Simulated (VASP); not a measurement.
# Pd (Fm-3m) in VASP: notebook, part 2 of 2

VASP 6.6.1. Earlier steps stand in the parts before.

## Step 4: Electric field gradients, LDA (volume scaled by 1.02)

INCAR reads:

```
  ALGO = Normal
  EDIFF = 1E-8
  ENCUT = 520
  GGA = CA
  ISIF = 2
  ISMEAR = -1
  LASPH = T
  LCHARG = F
  LEFG = T
  LREAL = F
  LWAVE = F
  NBANDS = 11
  NELM = 80
  PREC = Accurate
  SIGMA = 0.05
```

KPOINTS reads:

```
k-points
0
Gamma
  18 18 18
```

POSCAR reads:

```
Pd
1.0
    0.0000000000      1.9577805078      1.9577805078
    1.9577805078      0.0000000000      1.9577805078
    1.9577805078      1.9577805078      0.0000000000
Pd
1
Direct
    0.0000000000      0.0000000000      0.0000000000
```

Potentials or basis: VASP PAW LDA potentials, release 64 (Pd).

On the command line:

```
> cat potpaw_LDA.64/Pd/POTCAR > POTCAR
> mpirun -np 1 vasp_std > vasp.out
```

OUTCAR:

```text
EDIFF = 1E-8
   ENCUT = 520
   GGA = CA
   ISIF = 2
   ISMEAR = -1
   LASPH = T
   LREAL = F
   NELM = 80
   PREC = Accurate

 ion  position               nearest neighbor table
   1  0.000  0.000  0.000-

  LATTYP: Found a face centered cubic cell.
 ALAT       =     3.9155610156

  Lattice vectors:

 A1 = (   0.0000000000,   1.9577805078,   1.9577805078)
 A2 = (   1.9577805078,   0.0000000000,   1.9577805078)
 A3 = (   1.9577805078,   1.9577805078,   0.0000000000)

Analysis of symmetry for initial positions (statically):
=====================================================================
 Subroutine PRICEL returns:
 Original cell was already a primitive cell.

 Routine SETGRP: Setting up the symmetry group for a
 face centered cubic supercell.

 Subroutine GETGRP returns: Found 48 space group operations
 (whereof 48 operations were pure point group operations)
 out of a pool of 48 trial point group operations.

The static configuration has the point symmetry O_h .

Analysis of symmetry for dynamics (positions and initial velocities):
=====================================================================
 Subroutine PRICEL returns:
 Original cell was already a primitive cell.

 Routine SETGRP: Setting up the symmetry group for a
 face centered cubic supercell.

 Subroutine GETGRP returns: Found 48 space group operations
 (whereof 48 operations were pure point group operations)
 out of a pool of 48 trial point group operations.

The dynamic configuration has the point symmetry O_h .

 Subroutine INISYM returns: Found 48 space group operations
[... 160 lines left out ...]
      7      26.4228      0.00000
      8      31.0403      0.00000
      9      31.0403      0.00000
     10      31.0403      0.00000
     11      35.1321      0.00000
[... 309 lines left out ...]
 k-point    24 :      -0.2222    0.0556    0.0000
  band No.  band energies     occupation
      1       3.8959      2.00000
      2       6.2810      2.00000
      3       6.8288      2.00000
      4       6.8621      2.00000
      5       7.9842      2.00000
      6       8.4982      2.00000
      7      24.0170      0.00000
      8      27.4385      0.00000
      9      31.1706      0.00000
     10      33.6068      0.00000
     11      33.9759      0.00000

 [... further k-points ...]

------------------------ aborting loop because EDIFF is reached ----------------------------------------

  FORCE on cell =-STRESS in cart. coord.  units (eV):
  Direction    XX          YY          ZZ          XY          YZ          ZX
  --------------------------------------------------------------------------------------
  -------------------------------------------------------------------------------------
  Total       -1.0495494     -1.0495494     -1.0495494      0.0000000     -0.0000000      0.0000000
  in kB     -112.0447348   -112.0447348   -112.0447348      0.0000000     -0.0000000      0.0000000
  external PRESSURE =    -112.0447348 kB  Pullay stress =       0.0000000 kB

 VOLUME and BASIS-vectors are now :
 -----------------------------------------------------------------------------
  energy-cutoff  :      520.00
  volume of cell :       15.01
      direct lattice vectors                 reciprocal lattice vectors
     0.000000000  1.957780508  1.957780508    -0.255391244  0.255391244  0.255391244
     1.957780508  0.000000000  1.957780508     0.255391244 -0.255391244  0.255391244
     1.957780508  1.957780508  0.000000000     0.255391244  0.255391244 -0.255391244

 POSITION                                       TOTAL-FORCE (eV/Angst)
 -----------------------------------------------------------------------------------
      0.00000      0.00000      0.00000         0.000000     -0.000000      0.000000
 -----------------------------------------------------------------------------------
    total drift:                               -0.000000     -0.000000     -0.000000

  FREE ENERGIE OF THE ION-ELECTRON SYSTEM (eV)
  ---------------------------------------------------
  free  energy   TOTEN  =        -6.4760580807 eV

  energy  without entropy=       -6.4574529090  energy(sigma->0) =       -6.46675549

 Electric field gradients (V/A^2)
---------------------------------------------------------------------
 ion       V_xx      V_yy      V_zz      V_xy      V_xz      V_yz
---------------------------------------------------------------------
   1      -0.000     0.000     0.000    -0.000    -0.000    -0.000
---------------------------------------------------------------------

 Electric field gradients after diagonalization (V/A^2)
 (convention: |V_zz| > |V_xx| > |V_yy|)
----------------------------------------------------------------------
 ion       V_xx      V_yy      V_zz     asymmetry (V_yy - V_xx)/ V_zz
----------------------------------------------------------------------
   1       0.000     0.000    -0.001       0.000
----------------------------------------------------------------------

           NMR quadrupolar parameters

 Cq : quadrupolar parameter    Cq=e*Q*V_zz/h
 eta: asymmetry parameters     (V_yy - V_xx)/ V_zz
 Q  : nuclear electric quadrupole moment in mb (millibarn)
----------------------------------------------------------------------
 ion       Cq(MHz)       eta       Q (mb)
----------------------------------------------------------------------
   1      -0.000       0.000       1.000
----------------------------------------------------------------------
```

stdout:

```text
POSCAR found type information on POSCAR Pd
 POSCAR found :  1 types and       1 ions
 scaLAPACK will be used
 LDA part: xc-table for (Slater(with rela. corr.)+CA(PZ))
 , standard interpolation
 POSCAR, INCAR and KPOINTS ok, starting setup
 FFT: planning ... GRIDC
 FFT: planning ... GRID_SOFT
 FFT: planning ... GRID
 WAVECAR not read
 entering main loop
ion   1
```

Wall time 49 s (1 thread of Intel Xeon 8259CL, shared host); peak memory 0.15 GiB.

What came out:

```
Free energy            : -6.4761 eV
Pressure               : -11.2 GPa
Band gap on the k mesh : zero (band 5 reaches 9.58 eV, above the bottom of band 6 at 8.04 eV)
```

Levels at points of the mesh, in eV from the Fermi level:
```csv
k point,band 2,band 3,band 4,band 5,band 6,band 7,band 8,band 9
"(0.00, 0.00, 0.00)",-2.80,-2.80,-2.80,-1.20,-1.20,17.12,21.74,21.74
"(0.50, 0.00, 0.00)",-2.83,-2.83,-0.02,-0.02,0.98,7.11,16.49,20.74
"(0.50, 0.50, 0.00)",-5.01,-0.04,0.28,0.28,3.25,10.53,12.97,12.97
```

Caveat: without QUAD_EFG the Cq values of the log hold for a quadrupole moment of 1 mb, not for the nuclei.

## Step 5: Electric field gradients, LDA (volume scaled by 1.06)

INCAR reads:

```
PREC     = Accurate       # precision mode
ENCUT    = 520            # plane-wave cutoff, eV
EDIFF    = 1E-8           # SCF threshold, eV
ISMEAR   = -1             # smearing method
SIGMA    = 0.05           # smearing width, eV
LREAL    = F              # projectors in reciprocal space
LASPH    = T              # aspherical terms in the spheres
NELM     = 60             # most SCF steps
ALGO     = Normal         # electronic algorithm
ISIF     = 2              # what is computed and relaxed
LWAVE    = F              # write WAVECAR
LCHARG   = F              # write CHGCAR
LEFG     = T            
NBANDS   = 11             # bands
```

KPOINTS reads:

```
regular mesh
0
Gamma
  18 18 18
```

POSCAR reads:

```
Pd
1.0
    0.0000000000      1.9830449783      1.9830449783
    1.9830449783      0.0000000000      1.9830449783
    1.9830449783      1.9830449783      0.0000000000
Pd
1
Direct
    0.0000000000      0.0000000000      0.0000000000
```

Potentials or basis: VASP PAW LDA potentials, release 64 (Pd).

On the command line:

```
> cat potpaw_LDA.64/Pd/POTCAR > POTCAR
> mpirun -np 1 vasp_std > vasp.out
```

OUTCAR:

```text
PREC = Accurate
   ENCUT = 520
   EDIFF = 1E-8
   ISMEAR = -1
   LREAL = F
   LASPH = T
   NELM = 60
   ISIF = 2

 ion  position               nearest neighbor table
   1  0.000  0.000  0.000-

  LATTYP: Found a face centered cubic cell.
 ALAT       =     3.9660899566

  Lattice vectors:

 A1 = (   0.0000000000,   1.9830449783,   1.9830449783)
 A2 = (   1.9830449783,   0.0000000000,   1.9830449783)
 A3 = (   1.9830449783,   1.9830449783,   0.0000000000)

Analysis of symmetry for initial positions (statically):
=====================================================================
 Subroutine PRICEL returns:
 Original cell was already a primitive cell.

 Routine SETGRP: Setting up the symmetry group for a
 face centered cubic supercell.

 Subroutine GETGRP returns: Found 48 space group operations
 (whereof 48 operations were pure point group operations)
 out of a pool of 48 trial point group operations.

[... 515 lines left out ...]
 VOLUME and BASIS-vectors are now :
 -----------------------------------------------------------------------------
  energy-cutoff  :      520.00
  volume of cell :       15.60
      direct lattice vectors                 reciprocal lattice vectors
     0.000000000  1.983044978  1.983044978    -0.252137498  0.252137498  0.252137498
     1.983044978  0.000000000  1.983044978     0.252137498 -0.252137498  0.252137498
     1.983044978  1.983044978  0.000000000     0.252137498  0.252137498 -0.252137498

 POSITION                                       TOTAL-FORCE (eV/Angst)
 -----------------------------------------------------------------------------------
      0.00000      0.00000      0.00000        -0.000000     -0.000000     -0.000000
 -----------------------------------------------------------------------------------
    total drift:                                0.000000      0.000000      0.000000

  FREE ENERGIE OF THE ION-ELECTRON SYSTEM (eV)
  ---------------------------------------------------
  free  energy   TOTEN  =        -6.4244719285 eV

  energy  without entropy=       -6.4048809930  energy(sigma->0) =       -6.41467646

 Electric field gradients (V/A^2)
---------------------------------------------------------------------
 ion       V_xx      V_yy      V_zz      V_xy      V_xz      V_yz
---------------------------------------------------------------------
   1      -0.000     0.000     0.000    -0.000    -0.000    -0.000
---------------------------------------------------------------------

 Electric field gradients after diagonalization (V/A^2)
 (convention: |V_zz| > |V_xx| > |V_yy|)
----------------------------------------------------------------------
 ion       V_xx      V_yy      V_zz     asymmetry (V_yy - V_xx)/ V_zz
----------------------------------------------------------------------
   1       0.000     0.000    -0.000       0.000
----------------------------------------------------------------------

           NMR quadrupolar parameters

 Cq : quadrupolar parameter    Cq=e*Q*V_zz/h
 eta: asymmetry parameters     (V_yy - V_xx)/ V_zz
 Q  : nuclear electric quadrupole moment in mb (millibarn)
----------------------------------------------------------------------
 ion       Cq(MHz)       eta       Q (mb)
----------------------------------------------------------------------
   1      -0.000       0.000       1.000
----------------------------------------------------------------------
```

stdout:

```text
POSCAR found type information on POSCAR Pd
 POSCAR found :  1 types and       1 ions
 scaLAPACK will be used
 LDA part: xc-table for (Slater(with rela. corr.)+CA(PZ))
 , standard interpolation
 POSCAR, INCAR and KPOINTS ok, starting setup
 FFT: planning ... GRIDC
 FFT: planning ... GRID_SOFT
 FFT: planning ... GRID
 WAVECAR not read
 entering main loop
ion   1
```

It took 51 s on 1 thread of Intel Xeon 8259CL, shared host; peak memory 0.16 GiB.

What came out:

| Property | Result |
| --- | --- |
| Free energy | -6.4245 eV |
| Pressure | -16.8 GPa |
| Band gap on the k mesh | zero (band 5 reaches 8.92 eV, above the bottom of band 6 at 7.48 eV) |

Caveat: without QUAD_EFG the Cq values of the log hold for a quadrupole moment of 1 mb, not for the nuclei.

## Step 6: Electric field gradients, LDA (volume scaled by 1.06)

INCAR reads:

```
SYSTEM = Pd
PREC = Accurate
ENCUT = 520
EDIFF = 1E-8
ISMEAR = -1
SIGMA = 0.05
LREAL = .False.
LASPH = .True.
NELM = 80
ALGO = Normal
ISIF = 2
LWAVE = .False.
LCHARG = .False.
LEFG = .True.
NBANDS = 11
```

KPOINTS reads:

```
regular mesh
0
Gamma
  18 18 18
  0 0 0
```

POSCAR is that of step 5.

Potentials or basis: VASP PAW LDA potentials, release 64 (Pd).

On the command line:

```
> cat potpaw_LDA.64/Pd/POTCAR > POTCAR
> mpirun -np 1 vasp_std > vasp.out
```

OUTCAR:

```text
SYSTEM = Pd
   PREC = Accurate
   ENCUT = 520
   EDIFF = 1E-8
   ISMEAR = -1
   LREAL = .False.
   LASPH = .True.
   NELM = 80
   ISIF = 2

 ion  position               nearest neighbor table
   1  0.000  0.000  0.000-

  LATTYP: Found a face centered cubic cell.
 ALAT       =     3.9660899566

  Lattice vectors:

 A1 = (   0.0000000000,   1.9830449783,   1.9830449783)
 A2 = (   1.9830449783,   0.0000000000,   1.9830449783)
 A3 = (   1.9830449783,   1.9830449783,   0.0000000000)

Analysis of symmetry for initial positions (statically):
[... 542 lines left out ...]
  ---------------------------------------------------
  free  energy   TOTEN  =        -6.4244719285 eV

  energy  without entropy=       -6.4048809930  energy(sigma->0) =       -6.41467646

 Electric field gradients (V/A^2)
---------------------------------------------------------------------
 ion       V_xx      V_yy      V_zz      V_xy      V_xz      V_yz
---------------------------------------------------------------------
   1      -0.000     0.000     0.000    -0.000    -0.000    -0.000
---------------------------------------------------------------------

 Electric field gradients after diagonalization (V/A^2)
 (convention: |V_zz| > |V_xx| > |V_yy|)
----------------------------------------------------------------------
 ion       V_xx      V_yy      V_zz     asymmetry (V_yy - V_xx)/ V_zz
----------------------------------------------------------------------
   1       0.000     0.000    -0.000       0.000
----------------------------------------------------------------------

           NMR quadrupolar parameters

 Cq : quadrupolar parameter    Cq=e*Q*V_zz/h
 eta: asymmetry parameters     (V_yy - V_xx)/ V_zz
 Q  : nuclear electric quadrupole moment in mb (millibarn)
----------------------------------------------------------------------
 ion       Cq(MHz)       eta       Q (mb)
----------------------------------------------------------------------
   1      -0.000       0.000       1.000
----------------------------------------------------------------------
```

OSZICAR:

```text
N       E                     dE             d eps       ncg     rms          rms(c)
DAV:   1     0.411616660746E+02    0.41162E+02   -0.51171E+03  4322   0.846E+02
DAV:   2    -0.616109117775E+01   -0.47323E+02   -0.45646E+02  4849   0.181E+02
DAV:   3    -0.674906262342E+01   -0.58797E+00   -0.58422E+00  5183   0.214E+01
DAV:   4    -0.675197345670E+01   -0.29108E-02   -0.29104E-02  5109   0.156E+00
DAV:   5    -0.675200877160E+01   -0.35315E-04   -0.35315E-04  5685   0.154E-01    0.697E+00
DAV:   6    -0.643721626752E+01    0.31479E+00   -0.14981E+00  5208   0.961E+00    0.322E+00
DAV:   7    -0.642870414733E+01    0.85121E-02   -0.11103E-02  5316   0.786E-01    0.179E+00
DAV:   8    -0.642446782699E+01    0.42363E-02   -0.10765E-03  5308   0.270E-01    0.416E-02
DAV:   9    -0.642446998009E+01   -0.21531E-05   -0.43039E-05  6129   0.519E-02    0.123E-02
DAV:  10    -0.642447196468E+01   -0.19846E-05   -0.22777E-06  5214   0.153E-02    0.387E-03
DAV:  11    -0.642447192643E+01    0.38249E-07   -0.37060E-08  5950   0.144E-03    0.579E-04
DAV:  12    -0.642447192847E+01   -0.20418E-08   -0.14052E-09  3601   0.313E-04
   1 F= -.64244719E+01 E0= -.64146765E+01  d E =-.195909E-01
```

Run time: 49 s. Hardware: 1 thread of Intel Xeon 8259CL, shared host; peak memory 0.15 GiB.

Results:

| Quantity | Value |
| --- | --- |
| Free energy | -6.4245 eV |
| Pressure | -16.8 GPa |
| Band gap on the k mesh | zero (band 5 reaches 8.92 eV, above the bottom of band 6 at 7.48 eV) |

Levels at points of the mesh, in eV from the Fermi level:
```csv
k point,band 1,band 2,band 3,band 4,band 5,band 6,band 7,band 8,band 9,band 10
"(0.00, 0.00, 0.00)",-6.81,-2.63,-2.63,-2.63,-1.12,-1.12,17.10,21.49,21.49,21.49
"(0.50, 0.00, 0.00)",-4.93,-2.66,-2.66,-0.02,-0.02,1.07,6.81,16.46,20.37,20.37
"(0.50, 0.50, 0.00)",-4.97,-4.72,-0.04,0.26,0.26,3.26,10.14,12.76,12.76,20.72
```

Caveat: without QUAD_EFG the Cq values of the log hold for a quadrupole moment of 1 mb, not for the nuclei.

## Step 7: Overview

```tsv
cell	gap on the mesh (eV)	pressure (GPa)
a = 2.741 Å, angles 60.0°, 1 atom	none	-5.9
a = 2.769 Å, angles 60.0°, 1 atom	none	-11.2
a = 2.804 Å, angles 60.0°, 1 atom	none	-16.8
```

Alike in all rows: task electric field gradients; level LDA; potentials or basis VASP PAW LDA potentials, release 64 (Pd); no spin polarisation; k mesh 18 × 18 × 18; cutoff (eV) 520; smearing fermi-dirac 0.05 eV.

Total energies depend on the potentials used, so only differences within one code and one set of settings carry meaning.
